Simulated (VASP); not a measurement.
# BN (a cell with a defect) in VASP: notebook, part 2 of 3

VASP 6.6.1.

## 4. Relaxation of the atoms, PBE, collinear spin

INCAR

```
PREC = Accurate
ENCUT = 520
EDIFF = 1E-7
ISMEAR = 0
SIGMA = 0.01
LREAL = Auto
LASPH = True
NELM = 200
ALGO = Normal
ISIF = 2
LWAVE = False
LCHARG = False
ISPIN = 2
MAGMOM = 0 0.07 0 0.01 0 0 0 0.08 0 0 0.01 0 0.01 0 0.01 0 0.01 0.01 0 0.04 0 0.05 0 0 0.33 0 0.04 0 0.01 0 0.31 0 0.01 0
LORBIT = 11
NUPDOWN = 2.0
GGA = PE
IBRION = 2
NSW = 100
EDIFFG = -0.03
GGA_COMPAT = False
NELMIN = 4
```

KPOINTS

```
Automatic mesh
0
Gamma
  1 1 1
  0.25 0.25 0.25
```

POSCAR

```
BN
1.0
    7.4650312800      0.0000000000      0.0000000000
   -3.7325156400      6.4649067300      0.0000000000
    0.0000000000      0.0000000000      6.4954828800
B N
17 17
Direct
    0.1111111100      0.2222222200      0.2500000000
    0.2222222200      0.1111111100      0.7500000000
    0.1111111100      0.5555555600      0.2500000000
    0.2222222200      0.4444444400      0.7500000000
    0.1111111100      0.8888888900      0.2500000000
    0.2222222200      0.7777777800      0.7500000000
    0.4444444400      0.2222222200      0.2500000000
    0.5555555600      0.1111111100      0.7500000000
    0.4444444400      0.5555555600      0.2500000000
    0.4444444400      0.8888888900      0.2500000000
    0.5555555600      0.7777777800      0.7500000000
    0.7777777800      0.2222222200      0.2500000000
    0.8888888900      0.1111111100      0.7500000000
    0.7777777800      0.5555555600      0.2500000000
    0.8888888900      0.4444444400      0.7500000000
    0.7777777800      0.8888888900      0.2500000000
    0.8888888900      0.7777777800      0.7500000000
    0.1111111100      0.2222222200      0.7500000000
    0.2222222200      0.1111111100      0.2500000000
    0.1111111100      0.5555555600      0.7500000000
    0.2222222200      0.4444444400      0.2500000000
    0.1111111100      0.8888888900      0.7500000000
    0.2222222200      0.7777777800      0.2500000000
    0.5555555600      0.1111111100      0.2500000000
    0.4444444400      0.5555555600      0.7500000000
    0.5555555600      0.4444444400      0.2500000000
    0.4444444400      0.8888888900      0.7500000000
    0.5555555600      0.7777777800      0.2500000000
    0.7777777800      0.2222222200      0.7500000000
    0.8888888900      0.1111111100      0.2500000000
    0.7777777800      0.5555555600      0.7500000000
    0.8888888900      0.4444444400      0.2500000000
    0.7777777800      0.8888888900      0.7500000000
    0.8888888900      0.7777777800      0.2500000000
```

Command:

```bash
> cat potpaw_PBE.64/B/POTCAR potpaw_PBE.64/N/POTCAR > POTCAR
> mpirun -np 1 vasp_std > vasp.out
```

It took 78 min on 1 thread of Intel Xeon Platinum 8259CL at 2.50GHz (Skylake/Cascade Lake), shared host; peak memory 0.56 GiB.

Results (log left out):

| Quantity | Value |
| --- | --- |
| Free energy | -289.6044 eV |
| Energy gained by relaxing | 12.0 meV/atom |
| Ionic steps | 16 |
| Pressure after relaxing | 7.0 GPa |
| Largest force after relaxing | 0.018 eV/Å |
| Net moment | 2.00 μB per cell |
| Site moments | B +0.00, +0.17, -0.00, +0.02, +0.01 (each value once); N +0.01, +0.04, -0.00, +0.05, +0.00, +0.39 (each value once) μB |
| Valence electrons inside the program's atomic spheres | B 2.21, 2.00, 2.20, 2.15 (each value once); N 4.02, 4.04, 4.03, 3.87, 4.05 (each value once) |

Forces on the atoms (eV/Å):
```
B    0.000 -0.009  0.000
B   -0.016  0.005  0.000
B    0.000  0.010  0.000
B   -0.002 -0.008  0.000
B    0.009  0.005  0.000
B    0.000  0.008  0.000
B    0.000 -0.016  0.000
B    0.016  0.005  0.000
B   -0.005  0.002  0.000
B   -0.009  0.005  0.000
B   -0.003 -0.008  0.000
B    0.000 -0.009  0.000
B    0.000  0.002  0.000
B    0.005  0.001  0.000
B    0.002 -0.007  0.000
B    0.000  0.010  0.000
B    0.002 -0.007  0.000
N    0.003  0.000  0.000
N   -0.002  0.004  0.000
N    0.000 -0.017  0.000
N    0.003  0.005  0.000
N   -0.015  0.005  0.000
N    0.000 -0.006  0.000
N    0.002  0.005  0.000
N   -0.010 -0.007  0.000
N    0.000  0.010  0.000
N    0.015  0.005  0.000
N    0.006 -0.005  0.000
N   -0.004  0.001  0.000
N    0.000 -0.002  0.000
N    0.010 -0.008  0.000
N   -0.003  0.006  0.000
N    0.000  0.018  0.000
N   -0.006 -0.006  0.000
```

Stress tensor (GPa, compression positive):
```
 5.83  0.00  0.00
 0.00 12.22  0.00
 0.00  0.00  3.01
```

The path:
| step | energy change (eV) | largest force (eV/Å) | pressure (GPa) |
| --- | --- | --- | --- |
| 1 | 0.0000 | 2.4542 | 5.69 |
| 2 | 1.5194 | 5.6662 | 10.98 |
| 3 | -0.3402 | 0.6216 | 6.50 |
| 4 | -0.3452 | 1.5125 | 7.26 |
| 5 | -0.3721 | 0.5698 | 6.88 |
| 6 | -0.3925 | 0.4137 | 7.23 |
| 7 | -0.3932 | 0.3939 | 7.17 |
| 8 | -0.3987 | 0.5217 | 7.30 |
| 9 | -0.4018 | 0.2707 | 7.25 |
| 10 | -0.4052 | 0.2107 | 7.18 |
| 11 | -0.4057 | 0.1309 | 7.20 |
| 12 | -0.4080 | 0.0959 | 7.10 |
| 13 | -0.4080 | 0.0949 | 7.10 |
| 14 | -0.4084 | 0.0834 | 7.02 |
| 15 | -0.4086 | 0.0352 | 7.05 |
| 16 | -0.4087 | 0.0182 | 7.02 |

Final structure:
```
CELL_PARAMETERS angstrom
7.46503 0.00000 0.00000
-3.73252 6.46491 0.00000
0.00000 0.00000 6.49548
ATOMIC_POSITIONS crystal
B 0.11126 0.22264 0.25000
B 0.21389 0.10293 0.75000
B 0.11095 0.55523 0.25000
B 0.23062 0.44780 0.75000
B 0.11073 0.88860 0.25000
B 0.21946 0.77225 0.75000
B 0.44498 0.22329 0.25000
B 0.55570 0.10294 0.75000
B 0.44483 0.55537 0.25000
B 0.44453 0.88859 0.25000
B 0.55868 0.77575 0.75000
B 0.77804 0.22264 0.25000
B 0.89014 0.11362 0.75000
B 0.77720 0.55537 0.25000
B 0.88385 0.44781 0.75000
B 0.77764 0.88861 0.25000
B 0.88374 0.77575 0.75000
N 0.11721 0.22332 0.75000
N 0.22231 0.11114 0.25000
N 0.10980 0.55292 0.75000
N 0.22218 0.44436 0.25000
N 0.11307 0.88840 0.75000
N 0.22221 0.77776 0.25000
N 0.55549 0.11113 0.25000
N 0.44643 0.56138 0.75000
N 0.55552 0.44437 0.25000
N 0.44201 0.88841 0.75000
N 0.55565 0.77791 0.25000
N 0.77278 0.22333 0.75000
N 0.88896 0.11126 0.25000
N 0.78162 0.56138 0.75000
N 0.88884 0.44436 0.25000
N 0.78073 0.89478 0.75000
N 0.88894 0.77791 0.25000
```

Caveat: the k points lie up to 0.49 Å⁻¹ apart; the total moment is fixed, so each spin has its own Fermi level and the state may be an excited one.

[end of part 2 of 3]
